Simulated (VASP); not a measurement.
Set up this calculation in VASP 6.6.1, as the native input.

```yaml
Task: single point
Functional: r2SCAN
Potentials_or_basis: VASP PAW PBE potentials, release 64 (Pb_d)
Cutoff: 520 eV
k_mesh: 9 × 9 × 5
Occupations: fermi-dirac, width 0.05 eV
Spin: no spin polarisation
Dipole_correction: no
Further_INCAR_settings: ALGO = Normal; EDIFF = 1e-06; NBANDS = 21
```

The system is Pb.

```
CELL_PARAMETERS angstrom
3.40896 0.00000 0.00000
-1.70448 2.95225 0.00000
0.00000 0.00000 5.47589
ATOMIC_POSITIONS crystal
Pb 0.66667 0.33333 0.75000
Pb 0.33333 0.66667 0.25000
```

These files were run (other wordings do the same):

POSCAR

```
Pb
1.0
    3.4089596583      0.0000000000      0.0000000000
   -1.7044798292      2.9522456646      0.0000000000
    0.0000000000      0.0000000000      5.4758863477
Pb
2
Direct
    0.6666666667      0.3333333333      0.7500000000
    0.3333333333      0.6666666667      0.2500000000
```

INCAR.step1

```
ALGO = Normal ; EDIFF = 1E-4
ENCUT = 520 ; GGA = PE
ISMEAR = -1 ; LASPH = T
LCHARG = F ; LREAL = F
LWAVE = T ; NBANDS = 21
NELM = 60 ; PREC = Accurate
SIGMA = 0.05
```

INCAR.step2

```
ALGO = Normal ; EDIFF = 1E-6
ENCUT = 520 ; ISIF = 2
ISMEAR = -1 ; ISTART = 1
LASPH = T ; LCHARG = T
LELF = T ; LMIXTAU = T
LREAL = F ; LVHAR = T
LWAVE = F ; METAGGA = R2SCAN
NBANDS = 21 ; NELM = 60
PREC = Accurate ; SIGMA = 0.05
```

KPOINTS

```
k-points
0
Gamma
  9 9 5
```

Potentials or basis: VASP PAW PBE potentials, release 64 (Pb_d).

Run with:

```sh
$ cat potpaw_PBE.64/Pb_d/POTCAR > POTCAR
$ cp INCAR.step1 INCAR
$ mpirun -np 1 vasp_std > vasp.out
$ cp INCAR.step2 INCAR
$ mpirun -np 1 vasp_std > vasp.out
```

It gave:

```
Pressure               : 7.0 GPa
Band gap on the k mesh : zero (band 14 reaches 14.69 eV, above the bottom of band 15 at 6.08 eV)
```

Caveat: the PAW data sets were made with another functional, which shifts forces and pressure a little; spin-orbit coupling is left out, which moves the levels of the heavy elements.

Wall time 2.9 min on 1 thread of Intel(R) Xeon(R) Platinum 8375C CPU @ 2.90GHz (Ice Lake), with other jobs on the host, peak memory 0.19 GiB.
